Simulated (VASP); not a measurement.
# BiH4 (P6/mmm) in VASP: a series of runs, part 2 of 2

VASP 6.6.1.

## (4) Relaxation of cell and atoms, PBE

This run uses another cell than the first one, of 8.88 Å³/atom, 0.813 times its volume.

The input, INCAR:

```
  PREC = Accurate
  ENCUT = 600
  EDIFF = 1E-6
  ISMEAR = 0
  SIGMA = 0.1
  LREAL = F
  LASPH = T
  NELM = 80
  ALGO = Normal
  ISIF = 3
  LWAVE = F
  LCHARG = F
  GGA = PE
  IBRION = 2
  NSW = 100
  EDIFFG = -0.01
```

The input, KPOINTS:

```
regular mesh
0
Gamma
  15 15 8
```

The input, POSCAR:

```
BiH4
1.0
    3.2043719771      0.0000000000      0.0000000000
   -1.6021859886      2.7750675353      0.0000000000
    0.0000000000      0.0000000000      4.9929488355
Bi H
1 4
Direct
    0.0000000000      0.0000000000      0.0000000000
    0.5000000000      0.0000000000      0.5000000000
    0.0000000000      0.5000000000      0.5000000000
    0.5000000000      0.5000000000      0.5000000000
    0.0000000000      0.0000000000      0.5000000000
```

Potentials or basis: VASP PAW PBE potentials, release 64 (Bi_d, H).

The run is started by

```
cat potpaw_PBE.64/Bi_d/POTCAR potpaw_PBE.64/H/POTCAR > POTCAR
mpirun -np 1 vasp_std > vasp.out
```

OUTCAR:

```text
PREC = Accurate
   ENCUT = 600
   EDIFF = 1E-6
   ISMEAR = 0
   LREAL = F
   LASPH = T
   NELM = 80
   ISIF = 3
   GGA = PE
   IBRION = 2
   NSW = 100
   EDIFFG = -0.01

 ion  position               nearest neighbor table
   1  0.000  0.000  0.000-
   2  0.500  0.000  0.500-
   3  0.000  0.500  0.500-
   4  0.500  0.500  0.500-
   5  0.000  0.000  0.500-

  LATTYP: Found a hexagonal cell.
 ALAT       =     3.2043719771
 C/A-ratio  =     1.5581676757

  Lattice vectors:

 A1 = (   3.2043719771,   0.0000000000,   0.0000000000)
 A2 = (  -1.6021859886,   2.7750675353,   0.0000000000)
 A3 = (   0.0000000000,   0.0000000000,   4.9929488355)

Analysis of symmetry for initial positions (statically):
=====================================================================
 Subroutine PRICEL returns:
 Original cell was already a primitive cell.

 Routine SETGRP: Setting up the symmetry group for a
 hexagonal supercell.

 Subroutine GETGRP returns: Found 24 space group operations
 (whereof 24 operations were pure point group operations)
 out of a pool of 24 trial point group operations.

The static configuration has the point symmetry D_6h.

[... 165 lines left out ...]
  ---------------------------------------------------
  free energy    TOTEN  =       -12.51402464 eV

  energy without entropy =      -12.50609771  energy(sigma->0) =      -12.51006118

------------------------ aborting loop because EDIFF is reached ----------------------------------------

  FORCE on cell =-STRESS in cart. coord.  units (eV):
  Direction    XX          YY          ZZ          XY          YZ          ZX
  --------------------------------------------------------------------------------------
  -------------------------------------------------------------------------------------
  Total       -0.4176700     -0.4176700      1.1634261      0.0000000      0.0000000      0.0000000
  in kB      -15.0719790    -15.0719790     41.9832256      0.0000000      0.0000000      0.0000000
  external PRESSURE =       3.9464225 kB  Pullay stress =       0.0000000 kB
[... 875 lines left out ...]
      2     -18.1337      2.00000
      3     -18.0492      2.00000
      4     -17.9486      2.00000
      5     -17.9424      2.00000
      6      -4.4479      2.00000
      7      -0.8312      2.00000
      8      -0.2282      2.00000
      9       1.0896      2.00000
     10       3.0213      2.00000
     11       4.9519      0.74866
     12       5.5854      0.00000
     13       9.6217      0.00000

 [... further k-points ...]

[... ionic steps 4 to 18 ...]

--------------------------------------- Ionic step       19  -------------------------------------------

 number of electron      18.9999986 magnetization

------------------------ aborting loop because EDIFF is reached ----------------------------------------
[... 73 lines left out ...]
--------------------------------------- Ionic step       21  -------------------------------------------

 number of electron      18.9999987 magnetization

 Free energy of the ion-electron system (eV)
  ---------------------------------------------------
  ext. energy  EPLUGINS =         0.00000000
  ---------------------------------------------------
  free energy    TOTEN  =       -12.62688234 eV

  energy without entropy =      -12.61915284  energy(sigma->0) =      -12.62301759

 E-fermi :   4.4747     XC(G=0):  -9.4598

 val. band max:        4.4692447491   @ k =   0.2667   0.0000   0.5000
 cond. band min:       4.4797771260   @ k =   0.3333   0.1333   0.2500
 fundamental gap:      0.0105323769
 Fermi energy:         4.4746972345
[... 416 lines left out ...]
  FREE ENERGIE OF THE ION-ELECTRON SYSTEM (eV)
  ---------------------------------------------------
  free  energy   TOTEN  =       -12.6268823429 eV

  energy  without entropy=      -12.6191528360  energy(sigma->0) =      -12.62301759

 reached required accuracy - stopping structural energy minimisation
```

OSZICAR:

```text
N       E                     dE             d eps       ncg     rms          rms(c)
DAV:   1     0.134218250465E+03    0.13422E+03   -0.10492E+04  3515   0.174E+03
DAV:   2    -0.408152738497E+01   -0.13830E+03   -0.13592E+03  3650   0.404E+02
[... 184 lines left out ...]
  20 F= -.12626876E+02 E0= -.12623016E+02  d E =-.125856E-02
       N       E                     dE             d eps       ncg     rms          rms(c)
DAV:   1    -0.126272056639E+02   -0.32935E-03   -0.72355E-03  4145   0.122E+00    0.719E-02
DAV:   2    -0.126269471932E+02    0.25847E-03   -0.12299E-03  4130   0.384E-01    0.423E-02
DAV:   3    -0.126268953930E+02    0.51800E-04   -0.13441E-04  3976   0.959E-02    0.194E-02
DAV:   4    -0.126268814543E+02    0.13939E-04   -0.52682E-05  5223   0.113E-01    0.485E-03
DAV:   5    -0.126268823429E+02   -0.88860E-06   -0.29486E-06  3409   0.198E-02
  21 F= -.12626882E+02 E0= -.12623018E+02  d E =-.126520E-02
```

Wall time 19 min (1 thread of Oxide Virtual Turin-like, shared host); peak memory 0.23 GiB.

What came out:

| Property | Result |
| --- | --- |
| Free energy | -12.6269 eV |
| Relaxed volume | 10.53 Å³/atom |
| Relaxed cell | a = 3.097 Å, b = 3.097 Å, c = 6.339 Å, α = 90.00°, β = 90.00°, γ = 120.00° |
| Space group after relaxing (to 0.05 Å) | P6/mmm (No. 191) |
| Energy gained by relaxing | 22.6 meV/atom |
| Ionic steps | 21 |
| Pressure after relaxing | 0.1 GPa |

Stress tensor (GPa, compression positive):
```
 0.15  0.00  0.00
 0.00  0.15  0.00
 0.00  0.00 -0.05
```

Step by step:
```csv
step,energy change (eV),largest force (eV/Å),pressure (GPa),volume (Å³)
1,0.0000,0.0000,0.39,44.40
2,-0.0156,0.0000,0.61,44.54
3,-0.0512,0.0000,1.43,44.91
4,-0.0661,0.0000,4.05,45.48
5,-0.0691,0.0000,3.19,45.35
6,-0.0845,0.0000,2.14,46.33
7,-0.1028,0.0000,-0.10,48.99
8,-0.1034,0.0000,-0.51,49.51
9,-0.1035,0.0000,-0.60,49.73
10,-0.1033,0.0000,-0.95,50.17
11,-0.1035,0.0000,-0.70,49.84
12,-0.1068,0.0000,-0.46,50.18
13,-0.1099,0.0000,-0.08,50.62
14,-0.1112,0.0000,0.76,51.48
15,-0.1116,0.0000,0.48,51.19
16,-0.1116,0.0000,0.54,51.24
17,-0.1128,0.0000,0.21,52.21
18,-0.1129,0.0000,0.13,52.56
19,-0.1129,0.0000,0.13,52.61
20,-0.1129,0.0000,0.09,52.70
21,-0.1129,0.0000,0.08,52.65
```

Final structure:
```
Bi H
1.0
     3.09686    0.00000    0.00000
    -1.54843    2.68196    0.00000
     0.00000    0.00000    6.33948
Bi H
1 4
Direct
  0.00000 0.00000 0.00000
  0.50000 0.00000 0.50000
  0.00000 0.50000 0.50000
  0.50000 0.50000 0.50000
  0.00000 0.00000 0.50000
```

Caveat: the volume moved by over 15 % at a fixed basis, so the end points are rough; spin-orbit coupling is left out, which moves the levels of the heavy elements.

## (5) Overview

| task | cell | k mesh | cutoff (eV) | gap on the mesh (eV) | pressure (GPa) |
| --- | --- | --- | --- | --- | --- |
| single point | a = 3.098, b = 3.098, c = 6.571 Å, angles 90.0, 90.0, 120.0°, 5 atoms | 15 × 15 × 8 | 520 | none | -0.2 |
| relaxation of cell and atoms | relaxed from a = 3.098, b = 3.098, c = 6.571 Å, angles 90.0, 90.0, 120.0°, 5 atoms | 15 × 15 × 6 | 600 | none | 0.0 |
| relaxation of cell and atoms | relaxed from a = 3.204, b = 3.204, c = 4.993 Å, angles 90.0, 90.0, 120.0°, 5 atoms | 15 × 15 × 8 | 600 | none | 0.1 |

Alike in all rows: level PBE; potentials or basis VASP PAW PBE potentials, release 64 (Bi_d, H); no spin polarisation; smearing gaussian 0.1 eV.

Caveats: spin-orbit coupling is left out, which moves the levels of the heavy elements; the relaxation stopped at its first step, so nothing moved (some runs); the volume moved by over 15 % at a fixed basis, so the end points are rough (some runs).

Absolute energies hang on the potentials; compare differences alone.
